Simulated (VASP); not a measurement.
# Ti3Al (P-6m2) in VASP: further runs

Ti3Al is run at these levels: PBEsol; tasks: single point, relaxation of cell and atoms.

All numbers are computed with VASP 6.6.1; they aren't measurements. Logs are shortened: lines on timing, memory, paths and dates and some standing lists are left out, and cuts for length are marked.

## 1. The cell of the first run

It takes space group P-6m2 (No. 187, hexagonal). Conventional cell: a = 2.878 Å, b = 2.878 Å, c = 9.102 Å, α = 90.00°, β = 90.00°, γ = 120.00°. Within 3.7 Å of Ti (site symmetry 3m) lie 9 Ti at 2.81 to 2.88 Å and 3 Al at 2.83 Å. Within 3.7 Å of Ti (site symmetry -6m2) lie 12 Ti at 2.81 to 2.88 Å. Within 3.7 Å of Al (site symmetry -6m2) lie 6 Ti at 2.83 Å and 6 Al at 2.88 Å.

## 2. Single point, PBEsol

The input, INCAR:

```
PREC = Accurate ; ENCUT = 520
EDIFF = 1E-6 ; ISMEAR = -1
SIGMA = 0.05 ; LREAL = False
LASPH = True ; NELM = 60
ALGO = Normal ; ISIF = 2
LWAVE = False ; LCHARG = True
GGA = PS ; LELF = True
LVHAR = True ; NBANDS = 28
```

The input, KPOINTS:

```
regular mesh
0
Gamma
  10 10 3
```

The input, POSCAR:

```
Ti3Al
1.0
    2.8780030028      0.0000000000      0.0000000000
   -1.4390015014      2.4924237126      0.0000000000
    0.0000000000      0.0000000000      9.1023916138
Ti Al
3 1
Direct
    0.3333333333      0.6666666667      0.2488398062
    0.3333333333      0.6666666667      0.7511601938
    0.6666666667      0.3333333333      0.0000000000
    0.6666666667      0.3333333333      0.5000000000
```

Potentials or basis: VASP PAW PBE potentials, release 64 (Ti_sv, Al).

Launch:

```bash
$ cat potpaw_PBE.64/Ti_sv/POTCAR potpaw_PBE.64/Al/POTCAR > POTCAR
$ mpirun -np 1 vasp_std > vasp.out
```

OUTCAR:

```text
PREC = Accurate
   ENCUT = 520
   EDIFF = 1E-6
   ISMEAR = -1
   LREAL = False
   LASPH = True
   NELM = 60
   ISIF = 2
   GGA = PS

 ion  position               nearest neighbor table
   1  0.333  0.667  0.249-   3 2.81   3 2.81   3 2.81   4 2.83   4 2.83   4 2.83
   2  0.333  0.667  0.751-   3 2.81   3 2.81   3 2.81   4 2.83   4 2.83   4 2.83
   3  0.667  0.333  0.000-   1 2.81   2 2.81   1 2.81   2 2.81   1 2.81   2 2.81
   4  0.667  0.333  0.500-   1 2.83   2 2.83   1 2.83   2 2.83   1 2.83   2 2.83

  LATTYP: Found a hexagonal cell.
 ALAT       =     2.8780030028
 C/A-ratio  =     3.1627456973

  Lattice vectors:

 A1 = (   2.8780030028,   0.0000000000,   0.0000000000)
 A2 = (  -1.4390015014,   2.4924237126,   0.0000000000)
 A3 = (   0.0000000000,   0.0000000000,   9.1023916138)

Analysis of symmetry for initial positions (statically):
=====================================================================
 Subroutine PRICEL returns:
 Original cell was already a primitive cell.

 Routine SETGRP: Setting up the symmetry group for a
 hexagonal supercell.

 Subroutine GETGRP returns: Found 12 space group operations
 (whereof 12 operations were pure point group operations)
 out of a pool of 24 trial point group operations.

The static configuration has the point symmetry D_3h.

Analysis of symmetry for dynamics (positions and initial velocities):
=====================================================================
 Subroutine PRICEL returns:
 Original cell was already a primitive cell.

 Routine SETGRP: Setting up the symmetry group for a
 hexagonal supercell.

 Subroutine GETGRP returns: Found 12 space group operations
 (whereof 12 operations were pure point group operations)
 out of a pool of 24 trial point group operations.

The dynamic configuration has the point symmetry D_3h.

 Subroutine INISYM returns: Found 12 space group operations
 (whereof 12 operations are pure point group operations),
 and found     1 'primitive' translations

----------------------------------------------------------------------------------------

                                     Primitive cell

  volume of cell :      65.2933

  direct lattice vectors                    reciprocal lattice vectors
     2.878003003  0.000000000  0.000000000     0.347463154  0.200607945  0.000000000
[... 82 lines left out ...]
   ISTART =      0    job   : 0-new  1-cont  2-samecut
   ICHARG =      2    charge: 1-file 2-atom 10-const
   ISPIN  =      1    spin polarized calculation?
   LNONCOLLINEAR =      F non collinear calculations
   LSORBIT =      F    spin-orbit coupling
   LASPH  =      T    aspherical Exc in radial PAW
   ENCUT  =  520.0 eV  38.22 Ry    6.18 a.u.   5.35  5.35 16.92*2*pi/ulx,y,z
   NELM   =     60;   NELMIN=  2; NELMDL= -5     # of ELM steps
   EDIFF  = 0.1E-05   stopping-criterion for ELM
   LREAL  =      F    real-space projection
   EDIFFG = 0.1E-04   stopping-criterion for IOM
   NSW    =      0    number of steps for IOM
   IBRION =     -1    ionic relax: 0-MD 1-quasi-New 2-CG
   NFREE  =      0    steps in history (QN), initial steepest desc. (CG)
   ISIF   =      2    stress and relaxation
   ISYM   =      2    0-nonsym 1-usesym 2-fastsym
   POTIM  = 0.5000    time-step for ionic-motion
   TEBEG  =    0.0;   TEEND  =   0.0 temperature during run
   PSTRESS=    0.0 pullay stress
   NELECT =      39.0000    total number of electrons
   NUPDOWN=      -1.0000    fix difference up-down
   EMIN   =  10.00;   EMAX   =-10.00  energy-range for DOS
   EFERMI =   0.00;   METHOD = LEGACY
   ISMEAR =    -1;   SIGMA  =   0.05  broadening in eV -4-tet -1-fermi 0-gaus
   EFERMI_NEDOS =   21; number of points for ismear=-14 and -15
   IALGO  =     38    algorithm
   IMIX   =      4    mixing-type and parameters
     AMIX     =   0.40;   BMIX     =  1.00
     AMIX_MAG =   1.60;   BMIX_MAG =  1.00
  volume/ion in A,a.u.               =      16.32       110.16
  Fermi-wavevector in a.u.,A,eV,Ry     =   1.378712  2.605387 25.862583  1.900846
  Thomas-Fermi vector in A             =   2.503748
   LORBIT       =      0    0 simple, 1 ext, 2 COOP (PROOUT), +10 PAW based schemes
   GGA     = PS    functional components
   LHFCALC =     F    Hartree Fock is set to
   AEXX    =    0.0000 exact exchange contribution
   IVDW    =     0    specifies the selected vdW correction
   LEPSILON=     F    determine dielectric tensor
   LRPA    =     F    only Hartree local field effects (RPA)
 non-spin polarized calculation
  energy-cutoff  :      520.00
  volume of cell :       65.29
 maximum number of plane-waves:      1786
 NGX is ok and might be reduce to    24
   NGX = 11   NGY = 11   NGZ = 33

 number of electron      39.0000000 magnetization

 Free energy of the ion-electron system (eV)
  ---------------------------------------------------
  ext. energy  EPLUGINS =         0.00000000
  ---------------------------------------------------
  free energy    TOTEN  =       -29.63282545 eV

  energy without entropy =      -29.60561614  energy(sigma->0) =      -29.61922080

 E-fermi :   8.3848     XC(G=0): -11.5301

 val. band max:        8.3366711324   @ k =   0.2000   0.2000   0.3333
 cond. band min:       8.4062992759   @ k =   0.2000  -0.0000   0.0000
 fundamental gap:      0.0696281434
 Fermi energy:         8.3847748726

 k-point     1 :       0.0000    0.0000    0.0000
  band No.  band energies     occupation
      1     -48.0331      2.00000
      2     -47.9703      2.00000
      3     -47.9017      2.00000
      4     -24.6992      2.00000
      5     -24.4020      2.00000
      6     -24.0643      2.00000
[... 733 lines left out ...]
     27      11.7024      0.00000
     28      12.0729      0.00000

 [... further k-points ...]
[... 5 lines left out ...]
  --------------------------------------------------------------------------------------
  -------------------------------------------------------------------------------------
  Total        0.7140606      0.7140606      0.7386953      0.0000000      0.0000000     -0.0000000
  in kB       17.5217310     17.5217310     18.1262218      0.0000000      0.0000000     -0.0000000
  external PRESSURE =      17.7232279 kB  Pullay stress =       0.0000000 kB

 VOLUME and BASIS-vectors are now :
 -----------------------------------------------------------------------------
  energy-cutoff  :      520.00
  volume of cell :       65.29
      direct lattice vectors                 reciprocal lattice vectors
     2.878003003  0.000000000  0.000000000     0.347463154  0.200607945  0.000000000
    -1.439001501  2.492423713  0.000000000     0.000000000  0.401215891  0.000000000
     0.000000000  0.000000000  9.102391614     0.000000000  0.000000000  0.109861237

 POSITION                                       TOTAL-FORCE (eV/Angst)
 -----------------------------------------------------------------------------------
     -0.00000      1.66162      2.26504         0.000000      0.000000     -0.014169
     -0.00000      1.66162      6.83735        -0.000000      0.000000      0.014169
      1.43900      0.83081      0.00000         0.000000     -0.000000      0.000000
      1.43900      0.83081      4.55120        -0.000000      0.000000      0.000000
 -----------------------------------------------------------------------------------
    total drift:                                0.000000     -0.000000     -0.000000

  FREE ENERGIE OF THE ION-ELECTRON SYSTEM (eV)
  ---------------------------------------------------
  free  energy   TOTEN  =       -29.6328254533 eV

  energy  without entropy=      -29.6056161404  energy(sigma->0) =      -29.61922080
```

OSZICAR:

```text
N       E                     dE             d eps       ncg     rms          rms(c)
DAV:   1     0.471849684731E+03    0.47185E+03   -0.19733E+04  1568   0.164E+03
DAV:   2     0.251019704324E+02   -0.44675E+03   -0.43809E+03  1580   0.502E+02
DAV:   3    -0.277314146506E+02   -0.52833E+02   -0.51432E+02  2720   0.144E+02
DAV:   4    -0.331640341466E+02   -0.54326E+01   -0.54014E+01  2288   0.424E+01
DAV:   5    -0.334299926018E+02   -0.26596E+00   -0.26581E+00  2344   0.829E+00    0.164E+01
DAV:   6    -0.298573491870E+02    0.35726E+01   -0.18657E+01  2220   0.360E+01    0.469E+00
DAV:   7    -0.300149754433E+02   -0.15763E+00   -0.58578E+00  2600   0.175E+01    0.593E+00
DAV:   8    -0.296566816898E+02    0.35829E+00   -0.40841E+00  2336   0.983E+00    0.268E+00
DAV:   9    -0.296212476813E+02    0.35434E-01   -0.27258E-01  2420   0.358E+00    0.146E+00
DAV:  10    -0.296323942280E+02   -0.11147E-01   -0.93113E-02  2064   0.240E+00    0.328E-01
DAV:  11    -0.296325179213E+02   -0.12369E-03   -0.23535E-02  2300   0.136E+00    0.201E-01
DAV:  12    -0.296328382987E+02   -0.32038E-03   -0.14081E-03  2044   0.420E-01    0.657E-02
DAV:  13    -0.296328243749E+02    0.13924E-04   -0.38237E-04  2428   0.165E-01    0.431E-02
DAV:  14    -0.296328261166E+02   -0.17417E-05   -0.57860E-05  2052   0.586E-02    0.914E-03
DAV:  15    -0.296328254533E+02    0.66329E-06   -0.47246E-06  1800   0.211E-02
   1 F= -.29632825E+02 E0= -.29619221E+02  d E =-.272093E-01
```

It took 24 s on 1 thread of Intel Xeon 6975P-C (Granite Rapids), shared host; peak memory 0.21 GiB.

What came out:

- Free energy: -29.6328 eV
- Pressure: 1.8 GPa
- Largest force: 0.014 eV/Å

Forces in eV/Å, atoms in the order of the input:
```
Ti   0.000  0.000 -0.014
Ti   0.000  0.000  0.014
Ti   0.000  0.000  0.000
Al   0.000  0.000  0.000
```

Caveat: the PAW data sets were made with another functional, which shifts forces and pressure a little.

## 3. Single point, PBEsol

This run uses another cell than the first one, of 16.60 Å³/atom, 1.017 times its volume.

The input, INCAR:

```
  PREC = Accurate
  ENCUT = 520
  EDIFF = 1E-7
  ISMEAR = -1
  SIGMA = 0.05
  LREAL = False
  LASPH = True
  NELM = 80
  ALGO = Normal
  ISIF = 2
  LWAVE = False
  LCHARG = False
  GGA = PS
  NBANDS = 28
```

KPOINTS is that of step 2.

The input, POSCAR:

```
Ti3Al
1.0
    2.8952284920      0.0000000000      0.0000000000
   -1.4476142460      2.5073414239      0.0000000000
    0.0000000000      0.0000000000      9.1453187233
Ti Al
3 1
Direct
    0.3333333333      0.6666666667      0.2486630244
    0.3333333333      0.6666666667      0.7513369756
    0.6666666667      0.3333333333      0.0000000000
    0.6666666667      0.3333333333      0.5000000000
```

Potentials or basis: VASP PAW PBE potentials, release 64 (Ti_sv, Al).

Launch:

```bash
$ cat potpaw_PBE.64/Ti_sv/POTCAR potpaw_PBE.64/Al/POTCAR > POTCAR
$ mpirun -np 1 vasp_std > vasp.out
```

It took 26 s on 1 thread of Intel Xeon 6975P-C (Granite Rapids), shared host; peak memory 0.21 GiB.

Results (log left out):

| Item | Value |
| --- | --- |
| Free energy | -29.6388 eV |
| Pressure | -0.2 GPa |
| Largest force | 0.013 eV/Å |

Forces on the atoms (eV/Å):
```
Ti   0.000  0.000 -0.013
Ti   0.000  0.000  0.013
Ti   0.000  0.000  0.000
Al   0.000  0.000  0.000
```

Levels at points of the mesh, in eV from the Fermi level:
| k point | band 16 | band 17 | band 18 | band 19 | band 20 | band 21 | band 22 | band 23 | band 24 | band 25 |
| --- | --- | --- | --- | --- | --- | --- | --- | --- | --- | --- |
| (0.00, 0.00, 0.00) | -2.55 | -0.80 | 0.53 | 0.76 | 0.83 | 0.83 | 0.93 | 0.93 | 1.25 | 1.25 |
| (0.50, 0.00, 0.00) | -2.16 | -1.52 | -1.28 | -0.66 | -0.37 | 0.91 | 1.05 | 1.18 | 1.79 | 2.52 |

Caveat: the PAW data sets were made with another functional, which shifts forces and pressure a little.

## 4. Relaxation of cell and atoms, PBEsol, target pressure 2 GPa, at which the enthalpy is minimised

This run uses another cell than the first one, of 17.12 Å³/atom, 1.049 times its volume.

The input, INCAR:

```
SYSTEM = Ti3Al
ALGO = Normal ; EDIFF = 1E-6
EDIFFG = -0.01 ; ENCUT = 600
GGA = PS ; IBRION = 2
ISIF = 3 ; ISMEAR = -1
LASPH = .True. ; LCHARG = .False.
LREAL = .False. ; LWAVE = .False.
NELM = 60 ; NSW = 60
PREC = Accurate ; PSTRESS = 20.0
SIGMA = 0.05
```

The input, KPOINTS:

```
k-points
0
Gamma
  10 10 3
  0 0 0
```

The input, POSCAR:

```
Ti3Al
1.0
    2.9275422229      0.0000000000      0.0000000000
   -1.4637711114      2.5353259357      0.0000000000
    0.0000000000      0.0000000000      9.2263620000
Ti Al
3 1
Direct
    0.3333333333      0.6666666667      0.2494060000
    0.3333333333      0.6666666667      0.7505940000
    0.6666666667      0.3333333333      0.0000000000
    0.6666666667      0.3333333333      0.5000000000
```

Launch:

```bash
$ cat potpaw_PBE.64/Ti_sv/POTCAR potpaw_PBE.64/Al/POTCAR > POTCAR
$ mpirun -np 1 vasp_std > vasp.out
```

Run time: 2.1 min. Hardware: 1 thread of Intel Xeon 6975P-C (Granite Rapids), shared host; peak memory 0.23 GiB.

The run converged. Its results:

* Free energy: -29.6327 eV
* Relaxed volume: 16.31 Å³/atom
* Relaxed cell: a = 2.876 Å, b = 2.876 Å, c = 9.103 Å, α = 90.00°, β = 90.00°, γ = 120.00°
* Space group after relaxing (to 0.05 Å): P-6m2 (No. 187)
* Energy change on relaxing (the enthalpy is what falls): -4.8 meV/atom
* Ionic steps: 8
* Pressure after relaxing: 2.0 GPa
* Largest force after relaxing: 0.008 eV/Å

Forces in eV/Å, atoms in the order of the input:
```
Ti   0.000  0.000 -0.008
Ti   0.000  0.000  0.008
Ti   0.000  0.000  0.000
Al   0.000  0.000  0.000
```

Step by step:
```csv
step,energy change (eV),largest force (eV/Å),pressure (GPa),volume (Å³)
1,0.0000,0.0904,-3.55,68.48
2,0.0487,0.0017,7.02,62.77
3,-0.0186,0.0433,1.99,65.20
4,-0.0178,0.0419,2.09,65.14
5,-0.0181,0.0192,2.09,65.13
6,-0.0181,0.0096,2.10,65.13
7,-0.0181,0.0123,2.10,65.13
8,-0.0192,0.0081,1.96,65.22
```

Final structure:
```xyz
4
Lattice="2.8764 0.0000 0.0000 -1.4382 2.4910 0.0000 0.0000 0.0000 9.1026" Properties=species:S:1:pos:R:3 pbc="T T T"
Ti    0.0000    1.6607    2.2647
Ti    0.0000    1.6607    6.8379
Ti    1.4382    0.8303    0.0000
Al    1.4382    0.8303    4.5513
```

Levels at points of the mesh, in eV from the Fermi level:
| k point | band 16 | band 17 | band 18 | band 19 | band 20 | band 21 | band 22 | band 23 |
| --- | --- | --- | --- | --- | --- | --- | --- | --- |
| (0.00, 0.00, 0.00) | -2.58 | -0.81 | 0.54 | 0.75 | 0.85 | 0.85 | 0.95 | 0.95 |
| (0.50, 0.00, 0.00) | -2.19 | -1.55 | -1.31 | -0.67 | -0.36 | 0.93 | 1.08 | 1.21 |

Caveat: the cell is relaxed towards a set pressure, so the enthalpy falls and the energy may rise; the PAW data sets were made with another functional, which shifts forces and pressure a little.

## 5. Summary

```csv
task,cell,cutoff (eV),gap on the mesh (eV),pressure (GPa),largest force (eV/Å)
single point,"a = 2.878, b = 2.878, c = 9.102 Å, angles 90.0, 90.0, 120.0°, 4 atoms",520,none,1.8,0.01
single point,"a = 2.895, b = 2.895, c = 9.145 Å, angles 90.0, 90.0, 120.0°, 4 atoms",520,none,-0.2,0.01
relaxation of cell and atoms,"relaxed to 2 GPa from a = 2.928, b = 2.928, c = 9.226 Å, angles 90.0, 90.0, 120.0°, 4 atoms",600,none,2.0,0.01
```

Alike in all rows: level PBEsol; potentials or basis VASP PAW PBE potentials, release 64 (Ti_sv, Al); no spin polarisation; k mesh 10 × 10 × 3; smearing fermi-dirac 0.05 eV.

Caveats: the PAW data sets were made with another functional, which shifts forces and pressure a little; the cell is relaxed towards a set pressure, so the enthalpy falls and the energy may rise (some runs).

Absolute energies hang on the potentials; compare differences alone.
